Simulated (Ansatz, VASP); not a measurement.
## Two plane-wave programs on AlPtO

```
Al O Pt
1.0
     3.33519    0.00000    0.00000
     0.00000    3.32598    0.00000
     0.00000    0.00000    7.06656
Al O Pt
2 2 2
Direct
  0.00000 0.50000 0.07000
  0.50000 0.00000 0.93000
  0.00000 0.00000 0.94000
  0.50000 0.50000 0.06000
  0.00000 0.00000 0.30000
  0.50000 0.50000 0.70000
```

Alike in both runs: task single point; functional r2SCAN; k mesh 5 × 5 × 3; no spin polarisation.

```csv
,VASP,Ansatz
version,VASP 6.6.1,Ansatz 0.2.0
potentials or method,"VASP PAW PBE potentials, release 64 (Al, O, Pt), cutoff 660 eV",PAW plane waves
occupations,"fermi-dirac, width 0.1 eV",fermi-dirac
valence electrons in the cell,38,54
```

|  | VASP | Ansatz | Ansatz less VASP |
| --- | --- | --- | --- |
| gap on the k mesh at the Fermi level (eV) | none | none | - |
| rms of the force components (eV/Å) | 1.943 | 1.923 | -0.0203 |

VASP's potentials were made for PBE, not for r2SCAN. Atom by atom the forces differ by 0.025 eV/Å (rms over components). A gap of «none» marks a metal or a gap that the smearing closes. VASP's potentials hold 38 valence electrons a cell and Ansatz's 54, so a difference there can come from the potentials and not from the codes.

The k mesh is coarse, so the values compare programs but aren't converged. Neither program's run includes spin-orbit coupling.
